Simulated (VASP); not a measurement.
# BaS in VASP: further runs, part 2 of 2

VASP 6.6.1. Earlier steps stand in the parts before.

**5. Relaxation of the atoms, PBE+D3(BJ)**

INCAR

```
ALGO     = Normal         # electronic algorithm
DIPOL    = 0.5 0.5 0.500
EDIFF    = 1E-6           # SCF threshold, eV
EDIFFG   = -0.02          # ionic threshold
ENCUT    = 520            # plane-wave cutoff, eV
GGA      = PE             # functional
IBRION   = 2              # ionic algorithm
IDIPOL   = 3            
ISIF     = 2              # what is computed and relaxed
ISMEAR   = -1             # smearing method
IVDW     = 12             # dispersion correction
LASPH    = T              # aspherical terms in the spheres
LCHARG   = F              # write CHGCAR
LDIPOL   = T            
LREAL    = F              # projectors in reciprocal space
LWAVE    = F              # write WAVECAR
NELM     = 100            # most SCF steps
NSW      = 40             # ionic steps
PREC     = Accurate       # precision mode
SIGMA    = 0.05           # smearing width, eV
```

KPOINTS

```
k-points
0
Gamma
  5 5 1
```

POSCAR

```
BaS
1.0
    4.5166445648      0.0000000000      0.0000000000
    0.0000000000      4.5166445648      0.0000000000
    0.0000000000      0.0000000000     24.5812500000
Ba S
4 4
Selective dynamics
Direct
    0.5000000000      0.5000000000      0.3051106026  F F F
    0.0000000000      0.0000000000      0.4350368675  F F F
    0.5000000000      0.5000000000      0.5649631325  T T T
    0.0000000000      0.0000000000      0.6948893974  T T T
    0.0000000000      0.0000000000      0.3051106026  F F F
    0.5000000000      0.5000000000      0.4350368675  F F F
    0.0000000000      0.0000000000      0.5649631325  T T T
    0.5000000000      0.5000000000      0.6948893974  T T T
```

Potentials or basis: VASP PAW PBE potentials, release 64 (Ba_sv, S).

Launch:

```
$ cat potpaw_PBE.64/Ba_sv/POTCAR potpaw_PBE.64/S/POTCAR > POTCAR
$ mpirun -np 1 vasp_std > vasp.out
```

OUTCAR:

```text
EDIFF = 1E-6
   EDIFFG = -0.02
   ENCUT = 520
   GGA = PE
   IBRION = 2
   ISIF = 2
   ISMEAR = -1
   IVDW = 12
   LASPH = T
   LREAL = F
   NELM = 100
   NSW = 40
   PREC = Accurate
 IVDW          = 12

 ion  position               nearest neighbor table
   1  0.500  0.500  0.305-   6 3.19   5 3.19   5 3.19   5 3.19   5 3.19   2 4.52   2 4.52   2 4.52
                             2 4.52
   2  0.000  0.000  0.435-   5 3.19   6 3.19   6 3.19   6 3.19   6 3.19   7 3.19   1 4.52   1 4.52
                             1 4.52   1 4.52   3 4.52   3 4.52   3 4.52   3 4.52
   3  0.500  0.500  0.565-   8 3.19   7 3.19   7 3.19   7 3.19   7 3.19   6 3.19   4 4.52   4 4.52
                             4 4.52   4 4.52   2 4.52   2 4.52   2 4.52   2 4.52
   4  0.000  0.000  0.695-   7 3.19   8 3.19   8 3.19   8 3.19   8 3.19   3 4.52   3 4.52   3 4.52
                             3 4.52
   5  0.000  0.000  0.305-   2 3.19   1 3.19   1 3.19   1 3.19   1 3.19
   6  0.500  0.500  0.435-   1 3.19   2 3.19   2 3.19   2 3.19   2 3.19   3 3.19
   7  0.000  0.000  0.565-   4 3.19   3 3.19   3 3.19   3 3.19   3 3.19   2 3.19
   8  0.500  0.500  0.695-   3 3.19   4 3.19   4 3.19   4 3.19   4 3.19

  LATTYP: Found a simple tetragonal cell.
 ALAT       =     4.5166445648
 C/A-ratio  =     5.4423698051

  Lattice vectors:

 A1 = (   4.5166445648,   0.0000000000,   0.0000000000)
 A2 = (   0.0000000000,   4.5166445648,   0.0000000000)
 A3 = (   0.0000000000,   0.0000000000,  24.5812500000)

Analysis of symmetry for initial positions (statically):
=====================================================================
 Subroutine PRICEL returns:
 Original cell was already a primitive cell.

 Routine SETGRP: Setting up the symmetry group for a
 simple tetragonal supercell.

 Subroutine GETGRP returns: Found 16 space group operations
 (whereof  8 operations were pure point group operations)
 out of a pool of 16 trial point group operations.

The static configuration has the point symmetry C_4v.
 The point group associated with its full space group is D_4h.

Analysis of symmetry for dynamics (positions and initial velocities):
=====================================================================
 Subroutine PRICEL returns:
 Original cell was already a primitive cell.

 Routine SETGRP: Setting up the symmetry group for a
 simple tetragonal supercell.

 Subroutine GETGRP returns: Found 16 space group operations
 (whereof  8 operations were pure point group operations)
 out of a pool of 16 trial point group operations.

The dynamic configuration has the point symmetry C_4v.
 The point group associated with its full space group is D_4h.

Analysis of constrained symmetry for selective dynamics:
=====================================================================
 Subroutine PRICEL returns:
 Original cell was already a primitive cell.

 Routine SETGRP: Setting up the symmetry group for a
 simple tetragonal supercell.

 Subroutine GETGRP returns: Found  8 space group operations
 (whereof  8 operations were pure point group operations)
 out of a pool of 16 trial point group operations.

The constrained configuration has the point symmetry C_4v.

[... 83 lines left out ...]
   ISTART =      0    job   : 0-new  1-cont  2-samecut
   ICHARG =      2    charge: 1-file 2-atom 10-const
   ISPIN  =      1    spin polarized calculation?
   LNONCOLLINEAR =      F non collinear calculations
   LSORBIT =      F    spin-orbit coupling
   LASPH  =      T    aspherical Exc in radial PAW
   ENCUT  =  520.0 eV  38.22 Ry    6.18 a.u.   8.40  8.40 45.70*2*pi/ulx,y,z
   NELM   =    100;   NELMIN=  2; NELMDL= -5     # of ELM steps
   EDIFF  = 0.1E-05   stopping-criterion for ELM
   LREAL  =      F    real-space projection
   EDIFFG = -.2E-01   stopping-criterion for IOM
   NSW    =     40    number of steps for IOM
   IBRION =      2    ionic relax: 0-MD 1-quasi-New 2-CG
   NFREE  =      1    steps in history (QN), initial steepest desc. (CG)
   ISIF   =      2    stress and relaxation
   ISYM   =      2    0-nonsym 1-usesym 2-fastsym
   POTIM  = 0.5000    time-step for ionic-motion
   TEBEG  =    0.0;   TEEND  =   0.0 temperature during run
   PSTRESS=    0.0 pullay stress
   NELECT =      64.0000    total number of electrons
   NUPDOWN=      -1.0000    fix difference up-down
   EMIN   =  10.00;   EMAX   =-10.00  energy-range for DOS
   EFERMI =   0.00;   METHOD = LEGACY
   ISMEAR =    -1;   SIGMA  =   0.05  broadening in eV -4-tet -1-fermi 0-gaus
   EFERMI_NEDOS =   21; number of points for ismear=-14 and -15
   IALGO  =     38    algorithm
   IMIX   =      4    mixing-type and parameters
     AMIX     =   0.40;   BMIX     =  1.00
     AMIX_MAG =   1.60;   BMIX_MAG =  1.00
  volume/ion in A,a.u.               =      62.68       423.00
  Fermi-wavevector in a.u.,A,eV,Ry     =   0.824245  1.557597  9.243519  0.679380
  Thomas-Fermi vector in A             =   1.935896
   LORBIT       =      0    0 simple, 1 ext, 2 COOP (PROOUT), +10 PAW based schemes
   GGA     = PE    functional components
   LHFCALC =     F    Hartree Fock is set to
   AEXX    =    0.0000 exact exchange contribution
   IVDW    =    12    specifies the selected vdW correction
   LEPSILON=     F    determine dielectric tensor
   LRPA    =     F    only Hartree local field effects (RPA)
 conjugate gradient relaxation of ions
 non-spin polarized calculation
  energy-cutoff  :      520.00
  volume of cell :      501.46
 maximum number of plane-waves:     13527
 NGX is ok and might be reduce to    36
   NGX = 17   NGY = 17   NGZ = 91

 dipolmoment           0.000000      0.000000     -0.000002 electrons x Angstroem

--------------------------------------- Ionic step        1  -------------------------------------------

 number of electron      63.9999995 magnetization

 Free energy of the ion-electron system (eV)
  ---------------------------------------------------
  ext. energy  EPLUGINS =         0.00000000
  ---------------------------------------------------
  free energy    TOTEN  =       -39.97973807 eV

  energy without entropy =      -39.97973807  energy(sigma->0) =      -39.97973807

------------------------ aborting loop because EDIFF is reached ----------------------------------------

 Edisp (eV)   -1.78037

 E8    (eV) :    -0.8951
[... 39 lines left out ...]
 number of electron      63.9999996 magnetization

------------------------ aborting loop because EDIFF is reached ----------------------------------------

 vacuum level on the upper side and lower side of the slab       (xc-potential included)        -0.019        -0.123

 Edisp (eV)   -1.78079

 E8    (eV) :    -0.8953

  FORCE on cell =-STRESS in cart. coord.  units (eV):
  Direction    XX          YY          ZZ          XY          YZ          ZX
  --------------------------------------------------------------------------------------
  -------------------------------------------------------------------------------------
  Total      -1.69631    -1.69631    -1.06793     0.00000     0.00000     0.00000
  in kB      -5.41977    -5.41977    -3.41208     0.00000     0.00000     0.00000
  external pressure =       -4.75 kB  Pullay stress =        0.00 kB
[... 167 lines left out ...]
--------------------------------------- Ionic step        6  -------------------------------------------

 number of electron      63.9999997 magnetization

 dipolmoment           0.000000      0.000000      0.009977 electrons x Angstroem

 Free energy of the ion-electron system (eV)
  ---------------------------------------------------
  ext. energy  EPLUGINS =         0.00000000
  ---------------------------------------------------
  free energy    TOTEN  =       -39.98361447 eV

  energy without entropy =      -39.98361447  energy(sigma->0) =      -39.98361447

 E-fermi :  -0.0811     XC(G=0):  -4.9589

 val. band max:       -1.1420149385   @ k =   0.0000   0.0000   0.0000
 cond. band min:       0.9173424942   @ k =   0.0000   0.0000   0.0000
 fundamental gap:      2.0593574328
 Fermi energy:        -0.0810646995

 k-point     1 :       0.0000    0.0000    0.0000
  band No.  band energies     occupation
      1     -27.7237      2.00000
      2     -27.6359      2.00000
      3     -27.3619      2.00000
      4     -27.3088      2.00000
      5     -13.2184      2.00000
      6     -13.1458      2.00000
[... 235 lines left out ...]
     37       3.3828      0.00000
     38       3.4442      0.00000

------------------------ aborting loop because EDIFF is reached ----------------------------------------

 vacuum level on the upper side and lower side of the slab       (xc-potential included)         0.037        -0.049

 Edisp (eV)   -1.78263

 E8    (eV) :    -0.8963

  FORCE on cell =-STRESS in cart. coord.  units (eV):
  Direction    XX          YY          ZZ          XY          YZ          ZX
  --------------------------------------------------------------------------------------
  -------------------------------------------------------------------------------------
  Total      -1.63048    -1.63048    -0.81170     0.00000    -0.00000     0.00000
  in kB      -5.20943    -5.20943    -2.59341     0.00000    -0.00000     0.00000
  external pressure =       -4.34 kB  Pullay stress =        0.00 kB
[... 23 lines left out ...]
  FREE ENERGIE OF THE ION-ELECTRON SYSTEM (eV)
  ---------------------------------------------------
  free  energy   TOTEN  =       -41.7662412750 eV

  energy  without entropy=      -41.7662412746  energy(sigma->0) =      -41.76624127

 reached required accuracy - stopping structural energy minimisation

 vacuum level on the upper side and lower side of the slab         3.037         2.948
```

Run time: 8.9 min. Hardware: 1 thread of Intel Xeon Platinum 8259CL at 2.50GHz (Skylake/Cascade Lake), shared host; peak memory 0.63 GiB.

What came out:

```yaml
Free_energy: -41.7662 eV
Energy_gained_by_relaxing: 0.8 meV/atom
Ionic_steps: 6
Band_gap_on_the_k_mesh: 2.06 eV
Dispersion_energy_per_atom: -0.223 eV
```

Step by step:
| step | energy change (eV) | largest force on free atoms (eV/Å) | pressure (GPa) |
| --- | --- | --- | --- |
| 1 | 0.0000 | 0.1564 | -0.48 |
| 2 | -0.0023 | 0.1194 | -0.48 |
| 3 | -0.0057 | 0.0594 | -0.45 |
| 4 | -0.0057 | 0.0600 | -0.44 |
| 5 | -0.0061 | 0.0319 | -0.44 |
| 6 | -0.0061 | 0.0196 | -0.43 |

Final structure:
```xyz
8
Lattice="4.5166 0.0000 0.0000 0.0000 4.5166 0.0000 0.0000 0.0000 24.5813" Properties=species:S:1:pos:R:3 pbc="T T T"
Ba    2.2583    2.2583    7.5000
Ba    0.0000    0.0000   10.6938
Ba    2.2583    2.2583   13.9111
Ba    0.0000    4.5166   17.0533
S     0.0000    0.0000    7.5000
S     2.2583    2.2583   10.6938
S     0.0000    0.0000   13.9211
S     2.2583    2.2583   17.0610
```

Caveat: spin-orbit coupling is left out, which moves the levels of the heavy elements.

**6. Relaxation of the atoms, PBE+D4**

Changes to INCAR since step 5:

```diff
@@ -10,3 +10,3 @@
 ISMEAR   = -1             # smearing method
-IVDW     = 12             # dispersion correction
+IVDW     = 13             # dispersion correction
 LASPH    = T              # aspherical terms in the spheres
```

KPOINTS is that of step 5.

POSCAR is that of step 5.

Potentials or basis: VASP PAW PBE potentials, release 64 (Ba_sv, S).

Launch:

```
$ cat potpaw_PBE.64/Ba_sv/POTCAR potpaw_PBE.64/S/POTCAR > POTCAR
$ mpirun -np 1 vasp_std > vasp.out
```

Run time: 9.5 min. Hardware: 1 thread of Intel Xeon Platinum 8259CL at 2.50GHz (Skylake/Cascade Lake), shared host; peak memory 0.63 GiB.

The run converged. Its results:

* Free energy: -41.5289 eV
* Energy gained by relaxing: 0.8 meV/atom
* Ionic steps: 6
* Band gap on the k mesh: 2.06 eV
* Dispersion energy per atom: -0.193 eV

The path:
| step | energy change (eV) | largest force on free atoms (eV/Å) | pressure (GPa) |
| --- | --- | --- | --- |
| 1 | 0.0000 | 0.1603 | -0.44 |
| 2 | -0.0023 | 0.1251 | -0.43 |
| 3 | -0.0059 | 0.0545 | -0.40 |
| 4 | -0.0060 | 0.0528 | -0.39 |
| 5 | -0.0063 | 0.0251 | -0.39 |
| 6 | -0.0063 | 0.0148 | -0.39 |

Final structure:
```xyz
8
Lattice="4.5166 0.0000 0.0000 0.0000 4.5166 0.0000 0.0000 0.0000 24.5813" Properties=species:S:1:pos:R:3 pbc="T T T"
Ba    2.2583    2.2583    7.5000
Ba    0.0000    0.0000   10.6938
Ba    2.2583    2.2583   13.9126
Ba    0.0000    4.5166   17.0565
S     0.0000    0.0000    7.5000
S     2.2583    2.2583   10.6938
S     0.0000    4.5166   13.9241
S     2.2583    2.2583   17.0597
```

Levels at points of the mesh, in eV from the valence-band top:
| k point | band 29 | band 30 | band 31 | band 32 | band 33 | band 34 | band 35 | band 36 |
| --- | --- | --- | --- | --- | --- | --- | --- | --- |
| (0.00, 0.00, 0.00) | -0.04 | -0.04 | 0.00 | 0.00 | 2.06 | 2.40 | 2.86 | 2.95 |

Caveat: spin-orbit coupling is left out, which moves the levels of the heavy elements.

**7. The runs side by side**

```csv
level,gap on the mesh (eV)
PBE,2.07
PBE+D2,1.82
PBE+D3,2.06
PBE+D3(BJ),2.06
PBE+D4,2.06
```

Alike in all rows: task relaxation of the atoms; potentials or basis VASP PAW PBE potentials, release 64 (Ba_sv, S); no spin polarisation; cell atoms relaxed; k mesh 5 × 5 × 1; cutoff (eV) 520; smearing fermi-dirac 0.05 eV.

Caveats: spin-orbit coupling is left out, which moves the levels of the heavy elements.

Total energies depend on the potentials used, so only differences within one code and one set of settings carry meaning.
